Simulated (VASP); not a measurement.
# Ti (P6/mmm) in VASP: a series of runs

Ti is run at these levels: PBE; tasks: single point.

All numbers are computed with VASP 6.6.1; they aren't measurements. Logs are shortened: lines on timing, memory, paths and dates and some standing lists are left out, and cuts for length are marked.

## (1) The cell of the first run

Symmetry: P6/mmm, No. 191, hexagonal system. The conventional cell has a = 2.107 Å, b = 2.107 Å, c = 2.071 Å, α = 90.00°, β = 90.00°, γ = 120.00°. Ti (site symmetry 6/mmm) has 8 Ti at 2.07 to 2.11 Å within 2.7 Å.

## (2) Single point, PBE (volume scaled by 0.45)

Input file INCAR:

```
SYSTEM = Ti
  ALGO = Normal
  EDIFF = 1E-6
  ENCUT = 520
  GGA = PE
  ISIF = 2
  ISMEAR = -1
  LASPH = .TRUE.
  LCHARG = .FALSE.
  LREAL = .FALSE.
  LWAVE = .FALSE.
  NBANDS = 12
  NELM = 60
  PREC = Accurate
  SIGMA = 0.08
```

Input file KPOINTS:

```
k-points
0
G
  15 15 14
  0 0 0
```

Input file POSCAR:

```
Ti
1.0
    2.1070875856      0.0000000000      0.0000000000
   -1.0535437928      1.8247913772      0.0000000000
    0.0000000000      0.0000000000      2.0714670957
Ti
1
Direct
    0.0000000000      0.0000000000      0.0000000000
```

Potentials or basis: VASP PAW PBE potentials, release 64 (Ti_sv).

The run is started by

```sh
$ cat potpaw_PBE.64/Ti_sv/POTCAR > POTCAR
$ mpirun -np 1 vasp_std > vasp.out
```

OUTCAR:

```text
SYSTEM = Ti
   EDIFF = 1E-6
   ENCUT = 520
   GGA = PE
   ISIF = 2
   ISMEAR = -1
   LASPH = .TRUE.
   LREAL = .FALSE.
   NELM = 60
   PREC = Accurate

 ion  position               nearest neighbor table
   1  0.000  0.000  0.000-

  LATTYP: Found a hexagonal cell.
 ALAT       =     2.1070875856
 C/A-ratio  =     0.9830949173

  Lattice vectors:

 A1 = (   2.1070875856,   0.0000000000,   0.0000000000)
 A2 = (  -1.0535437928,   1.8247913772,   0.0000000000)
 A3 = (   0.0000000000,   0.0000000000,   2.0714670957)

Analysis of symmetry for initial positions (statically):
=====================================================================
 Subroutine PRICEL returns:
 Original cell was already a primitive cell.

 Routine SETGRP: Setting up the symmetry group for a
 hexagonal supercell.

 Subroutine GETGRP returns: Found 24 space group operations
 (whereof 24 operations were pure point group operations)
 out of a pool of 24 trial point group operations.

The static configuration has the point symmetry D_6h.

Analysis of symmetry for dynamics (positions and initial velocities):
=====================================================================
 Subroutine PRICEL returns:
 Original cell was already a primitive cell.

 Routine SETGRP: Setting up the symmetry group for a
 hexagonal supercell.

 Subroutine GETGRP returns: Found 24 space group operations
 (whereof 24 operations were pure point group operations)
 out of a pool of 24 trial point group operations.

The dynamic configuration has the point symmetry D_6h.

 Subroutine INISYM returns: Found 24 space group operations
 (whereof 24 operations are pure point group operations),
 and found     1 'primitive' translations

----------------------------------------------------------------------------------------

                                     Primitive cell

  volume of cell :       7.9648

  direct lattice vectors                    reciprocal lattice vectors
     2.107087586  0.000000000  0.000000000     0.474588720  0.274003925  0.000000000
    -1.053543793  1.824791377  0.000000000     0.000000000  0.548007850  0.000000000
     0.000000000  0.000000000  2.071467096     0.000000000  0.000000000  0.482749643

  length of vectors
     2.107087586  2.107087586  2.071467096     0.548007850  0.548007850  0.482749643

  position of ions in fractional coordinates (direct lattice)
     0.000000000  0.000000000  0.000000000

  ion indices of the primitive-cell ions
   primitive index   ion index
                 1           1

----------------------------------------------------------------------------------------

 KPOINTS: k-points

Automatic generation of k-mesh.
 Grid dimensions read from file:
 generate k-points for:   15   15   14

 Generating k-lattice:

  Cartesian coordinates                     Fractional coordinates (reciprocal lattice)
     0.031639248  0.018266928  0.000000000     0.066666667  0.000000000  0.000000000
     0.000000000  0.036533857  0.000000000     0.000000000  0.066666667  0.000000000
     0.000000000  0.000000000  0.034482117     0.000000000  0.000000000  0.071428571

  Length of vectors
     0.036533857  0.036533857  0.034482117

  Shift w.r.t. Gamma in fractional coordinates (k-lattice)
     0.000000000  0.000000000  0.000000000

 Subroutine IBZKPT returns following result:
 ===========================================

 Found    216 irreducible k-points:

 Following reciprocal coordinates:
            Coordinates               Weight
  0.000000  0.000000  0.000000      1.000000
  0.066667  0.000000  0.000000      6.000000
  0.133333  0.000000  0.000000      6.000000
  0.200000  0.000000  0.000000      6.000000
  0.266667  0.000000  0.000000      6.000000
  0.333333  0.000000  0.000000      6.000000
[... 16 lines left out ...]
  0.333333  0.200000  0.000000     12.000000
  0.400000  0.200000  0.000000      6.000000
 [... further k-points ...]
   k-points           NKPTS =    216   k-points in BZ     NKDIM =    216   number of bands    NBANDS=     12
   number of dos      NEDOS =    301   number of ions     NIONS =      1
   total plane-waves  NPLWV =   4096
   dimension x,y,z NGX =    16 NGY =   16 NGZ =   16
   dimension x,y,z NGXF=    32 NGYF=   32 NGZF=   32
   ions per type =               1
   NGX,Y,Z   is equivalent  to a cutoff of  12.62, 12.62, 12.84 a.u.
   NGXF,Y,Z  is equivalent  to a cutoff of  25.25, 25.25, 25.68 a.u.
 SYSTEM =  Ti
   PREC   = accura    normal or accurate (medium, high low for compatibility)
   ISTART =      0    job   : 0-new  1-cont  2-samecut
   ICHARG =      2    charge: 1-file 2-atom 10-const
   ISPIN  =      1    spin polarized calculation?
   LNONCOLLINEAR =      F non collinear calculations
   LSORBIT =      F    spin-orbit coupling
   LASPH  =      T    aspherical Exc in radial PAW
   ENCUT  =  520.0 eV  38.22 Ry    6.18 a.u.   3.92  3.92  3.85*2*pi/ulx,y,z
   NELM   =     60;   NELMIN=  2; NELMDL= -5     # of ELM steps
   EDIFF  = 0.1E-05   stopping-criterion for ELM
   LREAL  =      F    real-space projection
   EDIFFG = 0.1E-04   stopping-criterion for IOM
   NSW    =      0    number of steps for IOM
   IBRION =     -1    ionic relax: 0-MD 1-quasi-New 2-CG
   NFREE  =      0    steps in history (QN), initial steepest desc. (CG)
   ISIF   =      2    stress and relaxation
   ISYM   =      2    0-nonsym 1-usesym 2-fastsym
   POTIM  = 0.5000    time-step for ionic-motion
   TEBEG  =    0.0;   TEEND  =   0.0 temperature during run
   PSTRESS=    0.0 pullay stress
   NELECT =      12.0000    total number of electrons
   NUPDOWN=      -1.0000    fix difference up-down
   EMIN   =  10.00;   EMAX   =-10.00  energy-range for DOS
   EFERMI =   0.00;   METHOD = LEGACY
   ISMEAR =    -1;   SIGMA  =   0.08  broadening in eV -4-tet -1-fermi 0-gaus
   EFERMI_NEDOS =   21; number of points for ismear=-14 and -15
   IALGO  =     38    algorithm
   IMIX   =      4    mixing-type and parameters
     AMIX     =   0.40;   BMIX     =  1.00
     AMIX_MAG =   1.60;   BMIX_MAG =  1.00
  volume/ion in A,a.u.               =       7.96        53.75
  Fermi-wavevector in a.u.,A,eV,Ry     =   1.876768  3.546578 47.923240  3.522259
  Thomas-Fermi vector in A             =   2.921186
   LORBIT       =      0    0 simple, 1 ext, 2 COOP (PROOUT), +10 PAW based schemes
   GGA     = PE    functional components
   LHFCALC =     F    Hartree Fock is set to
   AEXX    =    0.0000 exact exchange contribution
   IVDW    =     0    specifies the selected vdW correction
   LEPSILON=     F    determine dielectric tensor
   LRPA    =     F    only Hartree local field effects (RPA)
 non-spin polarized calculation
  energy-cutoff  :      520.00
  volume of cell :        7.96
 maximum number of plane-waves:       228
 NGX is ok and might be reduce to    16
   NGX =  7   NGY =  7   NGZ =  7

 number of electron      12.0000007 magnetization

 Free energy of the ion-electron system (eV)
  ---------------------------------------------------
  ext. energy  EPLUGINS =         0.00000000
  ---------------------------------------------------
  free energy    TOTEN  =        -2.62203885 eV

  energy without entropy =       -2.60970312  energy(sigma->0) =       -2.61587098

 E-fermi :  19.2455     XC(G=0): -15.7250

 val. band max:       19.2231476812   @ k =   0.2667   0.2000   0.5000
 cond. band min:      19.2480039190   @ k =   0.1333   0.0000   0.5000
 fundamental gap:      0.0248562377
 Fermi energy:        19.2455394815

 k-point     1 :       0.0000    0.0000    0.0000
  band No.  band energies     occupation
      1     -38.7081      2.00000
      2     -11.1524      2.00000
      3     -10.2527      2.00000
      4     -10.2527      2.00000
      5      13.6949      2.00000
      6      15.0907      2.00000
      7      20.2272      0.00001
      8      20.2272      0.00001
      9      27.9058      0.00000
     10      27.9058      0.00000
     11      40.2590      0.00000
     12      45.4334      0.00000

 k-point     2 :       0.0667    0.0000    0.0000
  band No.  band energies     occupation
      1     -38.6290      2.00000
      2     -11.1131      2.00000
      3     -10.5915      2.00000
      4     -10.3237      2.00000
      5      13.9044      2.00000
      6      15.4048      2.00000
      7      19.8968      0.00058
      8      20.5236      0.00000
      9      27.5521      0.00000
     10      27.8502      0.00000
     11      40.8991      0.00000
     12      45.9609      0.00000

 k-point     3 :       0.1333    0.0000    0.0000
  band No.  band energies     occupation
      1     -38.3998      2.00000
      2     -11.5127      2.00000
      3     -11.0010      2.00000
      4     -10.5204      2.00000
      5      14.4173      2.00000
      6      16.1758      2.00000
      7      19.2675      0.86336
      8      21.3831      0.00000
      9      26.6309      0.00000
     10      27.6953      0.00000
     11      42.4362      0.00000
     12      47.3824      0.00000

 k-point     4 :       0.2000    0.0000    0.0000
  band No.  band energies     occupation
      1     -38.0453      2.00000
      2     -12.7932      2.00000
      3     -10.8326      2.00000
      4     -10.8005      2.00000
      5      15.1069      2.00000
      6      16.3287      2.00000
      7      19.6227      0.01777
      8      22.7193      0.00000
      9      25.4295      0.00000
     10      27.4722      0.00000
     11      43.5391      0.00000
     12      48.9831      0.00000

 k-point     5 :       0.2667    0.0000    0.0000
  band No.  band energies     occupation
      1     -37.6103      2.00000
      2     -14.1853      2.00000
      3     -11.1091      2.00000
      4     -10.6346      2.00000
      5      15.4192      2.00000
      6      16.0166      2.00000
      7      21.2819      0.00000
      8      24.2069      0.00000
      9      24.3914      0.00000
     10      27.2233      0.00000
     11      42.5152      0.00000
     12      48.9691      0.00000
[... 228 lines left out ...]
      1     -37.0560      2.00000
      2     -15.1475      2.00000
      3     -12.3240      2.00000
      4     -10.3939      2.00000
      5      17.0772      2.00000
      6      17.1663      2.00000
      7      19.7111      0.00592
      8      23.4161      0.00000
      9      26.2091      0.00000
     10      28.0437      0.00000
     11      40.6781      0.00000
     12      43.6264      0.00000

 k-point    22 :       0.2667    0.2000    0.0000
  band No.  band energies     occupation
      1     -36.7009      2.00000
      2     -15.7821      2.00000
      3     -12.9451      2.00000
      4     -10.2475      2.00000
      5      16.9844      2.00000
      6      17.8176      2.00000
      7      20.8367      0.00000
      8      22.9518      0.00000
      9      25.6700      0.00000
     10      29.7024      0.00000
     11      38.7931      0.00000
     12      42.3383      0.00000

 k-point    23 :       0.3333    0.2000    0.0000
  band No.  band energies     occupation
      1     -36.4476      2.00000
      2     -16.2081      2.00000
      3     -13.3709      2.00000
      4     -10.1466      2.00000
      5      16.7297      2.00000
      6      18.3754      1.99996
      7      21.9948      0.00000
      8      22.6684      0.00000
      9      25.2866      0.00000
     10      30.8265      0.00000
     11      37.3231      0.00000
     12      41.2697      0.00000

 k-point    24 :       0.4000    0.2000    0.0000
  band No.  band energies     occupation
      1     -36.3553      2.00000
      2     -16.3594      2.00000
      3     -13.5209      2.00000
      4     -10.1106      2.00000
      5      16.6293      2.00000
      6      18.5865      1.99947
      7      22.4802      0.00000
      8      22.5738      0.00000
      9      25.1480      0.00000
     10      31.2403      0.00000
     11      36.7555      0.00000
     12      40.8066      0.00000

 [... further k-points ...]

------------------------ aborting loop because EDIFF is reached ----------------------------------------

  FORCE on cell =-STRESS in cart. coord.  units (eV):
  Direction    XX          YY          ZZ          XY          YZ          ZX
  --------------------------------------------------------------------------------------
  -------------------------------------------------------------------------------------
  Total       14.9255048     14.9255048     14.8051851      0.0000000      0.0000000      0.0000000
  in kB     3002.3807292   3002.3807295   2978.1774815      0.0000000      0.0000000      0.0000000
  external PRESSURE =    2994.3129801 kB  Pullay stress =       0.0000000 kB

 VOLUME and BASIS-vectors are now :
 -----------------------------------------------------------------------------
  energy-cutoff  :      520.00
  volume of cell :        7.96
      direct lattice vectors                 reciprocal lattice vectors
     2.107087586  0.000000000  0.000000000     0.474588720  0.274003925  0.000000000
    -1.053543793  1.824791377  0.000000000     0.000000000  0.548007850  0.000000000
     0.000000000  0.000000000  2.071467096     0.000000000  0.000000000  0.482749643

 POSITION                                       TOTAL-FORCE (eV/Angst)
 -----------------------------------------------------------------------------------
      0.00000      0.00000      0.00000        -0.000000      0.000000      0.000000
 -----------------------------------------------------------------------------------
    total drift:                                0.000000     -0.000000      0.000000

  FREE ENERGIE OF THE ION-ELECTRON SYSTEM (eV)
  ---------------------------------------------------
  free  energy   TOTEN  =        -2.6220388451 eV

  energy  without entropy=       -2.6097031187  energy(sigma->0) =       -2.61587098
```

Wall time 9.2 s (1 thread of Intel Xeon 6975P-C (Granite Rapids), shared host); peak memory 0.13 GiB.

Results:

```
Free energy            : -2.6220 eV
Pressure               : 299.4 GPa
Band gap on the k mesh : zero (band 6 reaches 21.42 eV, above the bottom of band 7 at 17.92 eV)
```

## (3) Single point, PBE (volume scaled by 0.45)

Input file INCAR:

```
PREC = Accurate
ENCUT = 520
EDIFF = 1E-6
ISMEAR = -1
SIGMA = 0.08
LREAL = False
LASPH = True
NELM = 100
ALGO = Normal
ISIF = 2
LWAVE = False
LCHARG = False
GGA = PE
NBANDS = 12
```

Input file KPOINTS:

```
Automatic mesh
0
Gamma
  15 15 14
```

POSCAR is that of step 2.

Potentials or basis: VASP PAW PBE potentials, release 64 (Ti_sv).

The run is started by

```sh
$ cat potpaw_PBE.64/Ti_sv/POTCAR > POTCAR
$ mpirun -np 1 vasp_std > vasp.out
```

It took 7.9 s on 1 thread of Intel Xeon 6975P-C (Granite Rapids), shared host; peak memory 0.13 GiB.

Results (log left out):

- Free energy: -2.6220 eV
- Pressure: 299.4 GPa
- Band gap on the k mesh: zero (band 6 reaches 21.42 eV, above the bottom of band 7 at 17.92 eV)

Stress tensor (GPa, compression positive):
```
300.24   0.00   0.00
  0.00 300.24   0.00
  0.00   0.00 297.82
```

Levels at points of the mesh, in eV from the Fermi level:
```csv
k point,band 4,band 5,band 6,band 7,band 8,band 9
"(0.00, 0.00, 0.00)",-29.50,-5.55,-4.15,0.98,0.98,8.66
"(0.00, 0.00, 0.50)",-28.99,-0.96,2.18,2.18,3.05,4.51
```

## (4) Single point, PBE (volume scaled by 0.52)

Input file INCAR:

```
SYSTEM = Ti
ALGO = Normal ; EDIFF = 1E-6
ENCUT = 520 ; GGA = PE
ISIF = 2 ; ISMEAR = -1
LASPH = .TRUE. ; LCHARG = .FALSE.
LREAL = .FALSE. ; LWAVE = .FALSE.
NBANDS = 12 ; NELM = 100
PREC = Accurate ; SIGMA = 0.08
```

Input file KPOINTS:

```
k-points
0
G
  15 15 14
  0 0 0
```

Input file POSCAR:

```
Ti
1.0
    2.2155020026      0.0000000000      0.0000000000
   -1.1077510013      1.9186810164      0.0000000000
    0.0000000000      0.0000000000      2.1651587868
Ti
1
Direct
    0.0000000000      0.0000000000      0.0000000000
```

The run is started by

```sh
$ cat potpaw_PBE.64/Ti_sv/POTCAR > POTCAR
$ mpirun -np 1 vasp_std > vasp.out
```

Run time: 9 s. Hardware: 1 thread of Intel Xeon 6975P-C (Granite Rapids), shared host; peak memory 0.13 GiB.

Results (log left out):

* Free energy: -4.4697 eV
* Pressure: 188.1 GPa
* Band gap on the k mesh: zero (band 6 reaches 18.52 eV, above the bottom of band 7 at 15.60 eV)

Stress tensor (GPa, compression positive):
```
188.73   0.00   0.00
  0.00 188.73   0.00
  0.00   0.00 186.74
```

Levels at points of the mesh, in eV from the Fermi level:
| k point | band 3 | band 4 | band 5 | band 6 | band 7 | band 8 | band 9 | band 10 |
| --- | --- | --- | --- | --- | --- | --- | --- | --- |
| (0.00, 0.00, 0.00) | -30.11 | -30.11 | -5.91 | -3.45 | 1.18 | 1.18 | 7.67 | 7.67 |
| (0.00, 0.00, 0.50) | -29.74 | -29.74 | -1.43 | 1.93 | 2.21 | 2.21 | 4.13 | 4.13 |

## (5) Single point, PBE (volume scaled by 0.6)

Input file INCAR:

```
SYSTEM = Ti
ALGO = Normal
EDIFF = 1E-6
ENCUT = 520
GGA = PE
ISIF = 2
ISMEAR = -1
LASPH = .TRUE.
LCHARG = .FALSE.
LREAL = .FALSE.
LWAVE = .FALSE.
NBANDS = 12
NELM = 80
PREC = Accurate
SIGMA = 0.08
```

KPOINTS is that of step 4.

Input file POSCAR:

```
Ti
1.0
    2.3231570944      0.0000000000      0.0000000000
   -1.1615785472      2.0119130607      0.0000000000
    0.0000000000      0.0000000000      2.2720861582
Ti
1
Direct
    0.0000000000      0.0000000000      0.0000000000
```

The run is started by

```sh
$ cat potpaw_PBE.64/Ti_sv/POTCAR > POTCAR
$ mpirun -np 1 vasp_std > vasp.out
```

Run time: 12 s. Hardware: 1 thread of Intel Xeon 6975P-C (Granite Rapids), shared host; peak memory 0.14 GiB.

It converged, with:

```yaml
Free_energy: -5.7764 eV
Pressure: 114.1 GPa
Band_gap_on_the_k_mesh: zero (band 6 reaches 15.29 eV, above the bottom of band 7 at 13.64 eV)
```

Stress tensor (GPa, compression positive):
```
114.41   0.00   0.00
  0.00 114.41   0.00
  0.00   0.00 113.52
```

Levels at points of the mesh, in eV from the Fermi level:
```
           k point  band 4  band 5  band 6  band 7  band 8  band 9
(0.00, 0.00, 0.00)  -30.65   -6.17   -2.76    1.28    1.28    6.73
(0.00, 0.00, 0.50)  -30.39   -1.78    1.02    2.13    2.13    3.80
```

## (6) Single point, PBE (volume scaled by 0.6)

Input file INCAR:

```
PREC = Accurate ; ENCUT = 520
EDIFF = 1E-6 ; ISMEAR = -1
SIGMA = 0.08 ; LREAL = False
LASPH = True ; NELM = 100
ALGO = Normal ; ISIF = 2
LWAVE = False ; LCHARG = False
GGA = PE ; NBANDS = 12
```

Input file KPOINTS:

```
regular mesh
0
Gamma
  15 15 14
```

POSCAR is that of step 5.

Potentials or basis: VASP PAW PBE potentials, release 64 (Ti_sv).

The run is started by

```sh
$ cat potpaw_PBE.64/Ti_sv/POTCAR > POTCAR
$ mpirun -np 1 vasp_std > vasp.out
```

Wall time 12 s (1 thread of Intel Xeon 6975P-C (Granite Rapids), shared host); peak memory 0.14 GiB.

The run converged. Its results:

```
Free energy            : -5.7764 eV
Pressure               : 114.1 GPa
Band gap on the k mesh : zero (band 6 reaches 15.29 eV, above the bottom of band 7 at 13.64 eV)
```

Stress tensor (GPa, compression positive):
```
114.41   0.00   0.00
  0.00 114.41   0.00
  0.00   0.00 113.52
```

Levels at points of the mesh, in eV from the Fermi level:
```
           k point  band 2  band 3  band 4  band 5  band 6  band 7  band 8  band 9  band 10  band 11
(0.00, 0.00, 0.00)  -31.04  -30.65  -30.65   -6.17   -2.76    1.28    1.28    6.73     6.73    19.18
(0.00, 0.00, 0.50)  -34.02  -30.39  -30.39   -1.78    1.02    2.13    2.13    3.80     3.80    13.27
```

## (7) Summary

| cell | gap on the mesh (eV) | pressure (GPa) |
| --- | --- | --- |
| a = 2.107, b = 2.107, c = 2.071 Å, angles 90.0, 90.0, 120.0°, 1 atom | none | 299.4 |
| a = 2.216, b = 2.216, c = 2.165 Å, angles 90.0, 90.0, 120.0°, 1 atom | none | 188.1 |
| a = 2.323, b = 2.323, c = 2.272 Å, angles 90.0, 90.0, 120.0°, 1 atom | none | 114.1 |

Alike in all rows: task single point; level PBE; potentials or basis VASP PAW PBE potentials, release 64 (Ti_sv); no spin polarisation; k mesh 15 × 15 × 14; cutoff (eV) 520; smearing fermi-dirac 0.08 eV.

Absolute energies hang on the potentials; compare differences alone.
